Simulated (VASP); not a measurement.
# SnTe (Fm-3m) in VASP: relaxation of cell and atoms with PBE

Aim: the relaxation of cell and atoms of SnTe with PBE.

Everything below comes from runs of VASP 6.6.1. Logs are shortened: lines on timing, memory, paths and dates and some standing lists are left out, and cuts for length are marked.

## (1) The cell of the first run

It takes space group Fm-3m (No. 225, cubic). The conventional cell has a = 6.302 Å, b = 6.302 Å, c = 6.302 Å, α = 90.00°, β = 90.00°, γ = 90.00°. Te (site symmetry m-3m) has 6 Sn at 3.15 Å within 4.1 Å. Sn (site symmetry m-3m) has 6 Te at 3.15 Å within 4.1 Å.

## (2) Relaxation of cell and atoms, PBE, target pressure 30 GPa, at which the enthalpy is minimised

Input file INCAR:

```
SYSTEM = SnTe
PREC = Accurate
ENCUT = 600
EDIFF = 1E-7
ISMEAR = -1
SIGMA = 0.05
LREAL = .False.
LASPH = .True.
NELM = 60
ALGO = Normal
ISIF = 3
LWAVE = .False.
LCHARG = .False.
GGA = PE
IBRION = 2
NSW = 60
EDIFFG = -0.01
PSTRESS = 300.0
```

Input file KPOINTS:

```
regular mesh
0
Gamma
  7 7 7
  0 0 0
```

Input file POSCAR:

```
SnTe
1.0
    0.0000000000      3.1508500000      3.1508500000
    3.1508500000      0.0000000000      3.1508500000
    3.1508500000      3.1508500000      0.0000000000
Te Sn
1 1
Direct
    0.5000000000      0.5000000000      0.5000000000
    0.0000000000      0.0000000000      0.0000000000
```

Potentials or basis: VASP PAW PBE potentials, release 64 (Te, Sn_d).

Command:

```
$ cat potpaw_PBE.64/Te/POTCAR potpaw_PBE.64/Sn_d/POTCAR > POTCAR
$ mpirun -np 1 vasp_std > vasp.out
```

OUTCAR:

```text
SYSTEM = SnTe
   PREC = Accurate
   ENCUT = 600
   EDIFF = 1E-7
   ISMEAR = -1
   LREAL = .False.
   LASPH = .True.
   NELM = 60
   ISIF = 3
   GGA = PE
   IBRION = 2
   NSW = 60
   EDIFFG = -0.01
   PSTRESS = 300.0

 ion  position               nearest neighbor table
   1  0.500  0.500  0.500-   2 3.15   2 3.15   2 3.15   2 3.15   2 3.15   2 3.15
   2  0.000  0.000  0.000-   1 3.15   1 3.15   1 3.15   1 3.15   1 3.15   1 3.15

  LATTYP: Found a face centered cubic cell.
 ALAT       =     6.3017000000

  Lattice vectors:

 A1 = (   0.0000000000,   3.1508500000,   3.1508500000)
 A2 = (   3.1508500000,   0.0000000000,   3.1508500000)
 A3 = (   3.1508500000,   3.1508500000,   0.0000000000)

Analysis of symmetry for initial positions (statically):
[... 33 lines left out ...]
                                     Primitive cell

  volume of cell :      62.5624

  direct lattice vectors                    reciprocal lattice vectors
     0.000000000  3.150850000  3.150850000    -0.158687338  0.158687338  0.158687338
     3.150850000  0.000000000  3.150850000     0.158687338 -0.158687338  0.158687338
     3.150850000  3.150850000  0.000000000     0.158687338  0.158687338 -0.158687338

  length of vectors
     4.455974803  4.455974803  4.455974803     0.274854533  0.274854533  0.274854533

  position of ions in fractional coordinates (direct lattice)
     0.500000000  0.500000000  0.500000000
     0.000000000  0.000000000  0.000000000

  ion indices of the primitive-cell ions
   primitive index   ion index
                 1           1
                 2           2

----------------------------------------------------------------------------------------

 KPOINTS: regular mesh

Automatic generation of k-mesh.
 Grid dimensions read from file:
 generate k-points for:    7    7    7

 Generating k-lattice:

  Cartesian coordinates                     Fractional coordinates (reciprocal lattice)
    -0.022669620  0.022669620  0.022669620     0.142857143  0.000000000  0.000000000
     0.022669620 -0.022669620  0.022669620     0.000000000  0.142857143  0.000000000
     0.022669620  0.022669620 -0.022669620     0.000000000  0.000000000  0.142857143

  Length of vectors
     0.039264933  0.039264933  0.039264933

  Shift w.r.t. Gamma in fractional coordinates (k-lattice)
     0.000000000  0.000000000  0.000000000

 Subroutine IBZKPT returns following result:
 ===========================================

 Found     20 irreducible k-points:

 Following reciprocal coordinates:
            Coordinates               Weight
  0.000000  0.000000  0.000000      1.000000
  0.142857  0.000000  0.000000      8.000000
  0.285714  0.000000  0.000000      8.000000
  0.428571  0.000000  0.000000      8.000000
  0.142857  0.142857  0.000000      6.000000
  0.285714  0.142857  0.000000     24.000000
[... 12 lines left out ...]
 -0.428571  0.428571  0.142857     24.000000
 -0.285714  0.428571  0.142857     24.000000
   k-points           NKPTS =     20   k-points in BZ     NKDIM =     20   number of bands    NBANDS=     14
   number of dos      NEDOS =    301   number of ions     NIONS =      2
   total plane-waves  NPLWV =  46656
   dimension x,y,z NGX =    36 NGY =   36 NGZ =   36
   dimension x,y,z NGXF=    72 NGYF=   72 NGZF=   72
   ions per type =               1   1
   NGX,Y,Z   is equivalent  to a cutoff of  13.43, 13.43, 13.43 a.u.
   NGXF,Y,Z  is equivalent  to a cutoff of  26.86, 26.86, 26.86 a.u.
 SYSTEM =  SnTe
   PREC   = accura    normal or accurate (medium, high low for compatibility)
   ISTART =      0    job   : 0-new  1-cont  2-samecut
   ICHARG =      2    charge: 1-file 2-atom 10-const
   ISPIN  =      1    spin polarized calculation?
   LNONCOLLINEAR =      F non collinear calculations
   LSORBIT =      F    spin-orbit coupling
   LASPH  =      T    aspherical Exc in radial PAW
   ENCUT  =  600.0 eV  44.10 Ry    6.64 a.u.   8.90  8.90  8.90*2*pi/ulx,y,z
   NELM   =     60;   NELMIN=  2; NELMDL= -5     # of ELM steps
   EDIFF  = 0.1E-06   stopping-criterion for ELM
   LREAL  =      F    real-space projection
   EDIFFG = -.1E-01   stopping-criterion for IOM
   NSW    =     60    number of steps for IOM
   IBRION =      2    ionic relax: 0-MD 1-quasi-New 2-CG
   NFREE  =      1    steps in history (QN), initial steepest desc. (CG)
   ISIF   =      3    stress and relaxation
   ISYM   =      2    0-nonsym 1-usesym 2-fastsym
   POTIM  = 0.5000    time-step for ionic-motion
   TEBEG  =    0.0;   TEEND  =   0.0 temperature during run
   PSTRESS=  300.0 pullay stress
   NELECT =      20.0000    total number of electrons
   NUPDOWN=      -1.0000    fix difference up-down
   EMIN   =  10.00;   EMAX   =-10.00  energy-range for DOS
   EFERMI =   0.00;   METHOD = LEGACY
   ISMEAR =    -1;   SIGMA  =   0.05  broadening in eV -4-tet -1-fermi 0-gaus
   EFERMI_NEDOS =   21; number of points for ismear=-14 and -15
   IALGO  =     38    algorithm
   IMIX   =      4    mixing-type and parameters
     AMIX     =   0.40;   BMIX     =  1.00
     AMIX_MAG =   1.60;   BMIX_MAG =  1.00
  volume/ion in A,a.u.               =      31.28       211.10
  Fermi-wavevector in a.u.,A,eV,Ry     =   1.119387  2.115336 17.048485  1.253028
  Thomas-Fermi vector in A             =   2.256026
   LORBIT       =      0    0 simple, 1 ext, 2 COOP (PROOUT), +10 PAW based schemes
   GGA     = PE    functional components
   LHFCALC =     F    Hartree Fock is set to
   AEXX    =    0.0000 exact exchange contribution
   IVDW    =     0    specifies the selected vdW correction
   LEPSILON=     F    determine dielectric tensor
   LRPA    =     F    only Hartree local field effects (RPA)
 conjugate gradient relaxation of ions
 non-spin polarized calculation
  energy-cutoff  :      600.00
  volume of cell :       62.56
 maximum number of plane-waves:      2106
   NGX = 17   NGY = 17   NGZ = 17

--------------------------------------- Ionic step        1  -------------------------------------------

 number of electron      19.9999998 magnetization

 Free energy of the ion-electron system (eV)
  ---------------------------------------------------
  ext. energy  EPLUGINS =         0.00000000
  ---------------------------------------------------
  free energy    TOTEN  =        -7.54738186 eV

  energy without entropy =       -7.54730906  energy(sigma->0) =       -7.54734546

 E-fermi :   7.0299     XC(G=0):  -9.4968

 val. band max:        6.7137057642   @ k =   0.4286   0.0000   0.0000
 cond. band min:       7.3752897576   @ k =   0.4286   0.0000   0.0000
 fundamental gap:      0.6615839934
 Fermi energy:         7.0298949395

 k-point     1 :       0.0000    0.0000    0.0000
  band No.  band energies     occupation
      1     -14.9470      2.00000
      2     -14.9470      2.00000
      3     -14.9410      2.00000
      4     -14.9410      2.00000
      5     -14.9410      2.00000
      6      -5.8510      2.00000
      7       2.2779      2.00000
      8       4.8091      2.00000
      9       4.8091      2.00000
     10       4.8091      2.00000
     11      10.3069      0.00000
     12      10.3069      0.00000
     13      10.3069      0.00000
     14      11.7060      0.00000
[... 426 lines left out ...]
  FREE ENERGIE OF THE ION-ELECTRON SYSTEM (eV)
  ---------------------------------------------------
  free  energy   TOTEN  =        -6.6572433789 eV

  energy  without entropy=       -6.6518244831  energy(sigma->0) =       -6.65453393

  enthalpy is  TOTEN    =         2.5243179795 eV   P V=        9.1815613585

[... ionic steps 4 to 17 ...]

--------------------------------------- Ionic step       18  -------------------------------------------

 number of electron      19.9999997 magnetization

------------------------ aborting loop because EDIFF is reached ----------------------------------------

  FORCE on cell =-STRESS in cart. coord.  units (eV):
  Direction    XX          YY          ZZ          XY          YZ          ZX
  --------------------------------------------------------------------------------------
  -------------------------------------------------------------------------------------
  Total        8.6557466      8.6557466      8.6557466      0.0000000      0.0000000     -0.0000000
  in kB      298.9032574    298.9032574    298.9032574      0.0000000      0.0000000     -0.0000000
  external PRESSURE =      -1.0967426 kB  Pullay stress =     300.0000000 kB
[... 61 lines left out ...]
  enthalpy is  TOTEN    =         2.4587300321 eV   P V=        8.6776330036

--------------------------------------- Ionic step       20  -------------------------------------------

 number of electron      19.9999997 magnetization

 Free energy of the ion-electron system (eV)
  ---------------------------------------------------
  ext. energy  EPLUGINS =         0.00000000
  ---------------------------------------------------
  free energy    TOTEN  =        -6.22275269 eV

  energy without entropy =       -6.21921629  energy(sigma->0) =       -6.22098449

 E-fermi :  11.2857     XC(G=0): -10.9122

 val. band max:       11.2339010246   @ k =   0.4286   0.0000   0.0000
 cond. band min:      11.5086261268   @ k =  -0.1429   0.1429   0.0000
 fundamental gap:      0.2747251022
 Fermi energy:        11.2856798818

 k-point     1 :       0.0000    0.0000    0.0000
  band No.  band energies     occupation
      1     -10.9925      2.00000
      2     -10.9925      2.00000
      3     -10.9601      2.00000
      4     -10.9601      2.00000
      5     -10.9601      2.00000
      6      -4.1827      2.00000
      7       8.1981      2.00000
      8       8.2648      2.00000
      9       8.2648      2.00000
     10       8.2648      2.00000
     11      15.2446      0.00000
     12      15.2446      0.00000
     13      15.2446      0.00000
     14      15.4420      0.00000
[... 350 lines left out ...]
  FREE ENERGIE OF THE ION-ELECTRON SYSTEM (eV)
  ---------------------------------------------------
  free  energy   TOTEN  =        -6.2227526896 eV

  energy  without entropy=       -6.2192162882  energy(sigma->0) =       -6.22098449

  enthalpy is  TOTEN    =         2.4587265074 eV   P V=        8.6814791970

 reached required accuracy - stopping structural energy minimisation
```

It took 7.5 min on 1 thread of Intel Xeon 8259CL, shared host; peak memory 0.23 GiB.

What came out:

```
Free energy                                            : -6.2228 eV
Relaxed volume                                         : 23.18 Å³/atom
Relaxed cell                                           : a = 4.032 Å, b = 4.032 Å, c = 4.032 Å, α = 60.00°, β = 60.00°, γ = 60.00°
Space group after relaxing (to 0.05 Å)                 : Fm-3m (No. 225)
Energy change on relaxing (the enthalpy is what falls) : +662.3 meV/atom
Ionic steps                                            : 20
Pressure after relaxing                                : 30.0 GPa
```

The path:
| step | energy change (eV) | largest force (eV/Å) | pressure (GPa) | volume (Å³) |
| --- | --- | --- | --- | --- |
| 1 | 0.0000 | 0.0000 | 2.23 | 62.56 |
| 2 | 17.9134 | 0.0000 | 351.51 | 25.19 |
| 3 | 0.8901 | 0.0000 | 22.69 | 49.03 |
| 4 | 1.0755 | 0.0000 | 25.63 | 47.80 |
| 5 | 1.3629 | 0.0000 | 30.70 | 46.16 |
| 6 | 1.3071 | 0.0000 | 29.68 | 46.46 |
| 7 | 1.3075 | 0.0000 | 29.69 | 46.46 |
| 8 | 1.3088 | 0.0000 | 29.71 | 46.45 |
| 9 | 1.3088 | 0.0000 | 29.71 | 46.45 |
| 10 | 1.3088 | 0.0000 | 29.71 | 46.45 |
| 11 | 1.3089 | 0.0000 | 29.71 | 46.45 |
| 12 | 1.3090 | 0.0000 | 29.71 | 46.45 |
| 13 | 1.3091 | 0.0000 | 29.71 | 46.45 |
| 14 | 1.3094 | 0.0000 | 29.72 | 46.45 |
| 15 | 1.3100 | 0.0000 | 29.74 | 46.44 |
| 16 | 1.3113 | 0.0000 | 29.76 | 46.44 |
| 17 | 1.3137 | 0.0000 | 29.80 | 46.42 |
| 18 | 1.3186 | 0.0000 | 29.89 | 46.40 |
| 19 | 1.3285 | 0.0000 | 30.07 | 46.34 |
| 20 | 1.3246 | 0.0000 | 30.00 | 46.36 |

Final structure:
```
CELL_PARAMETERS angstrom
0.00000 2.85135 2.85135
2.85135 0.00000 2.85135
2.85135 2.85135 0.00000
ATOMIC_POSITIONS crystal
Te 0.50000 0.50000 0.50000
Sn 0.00000 0.00000 0.00000
```

Levels at points of the mesh, in eV from the Fermi level:
```csv
k point,band 8,band 9,band 10,band 11,band 12,band 13
"(0.00, 0.00, 0.00)",-3.02,-3.02,-3.02,3.96,3.96,3.96
```

Caveat: this odd mesh misses L, where the gap lies, so gap, dielectric constants and Born charges aren't listed; the cell is relaxed towards a set pressure, so the enthalpy falls and the energy may rise; the volume moved by over 15 % at a fixed basis, so the end points are rough; spin-orbit coupling is left out, which moves the levels of the heavy elements.
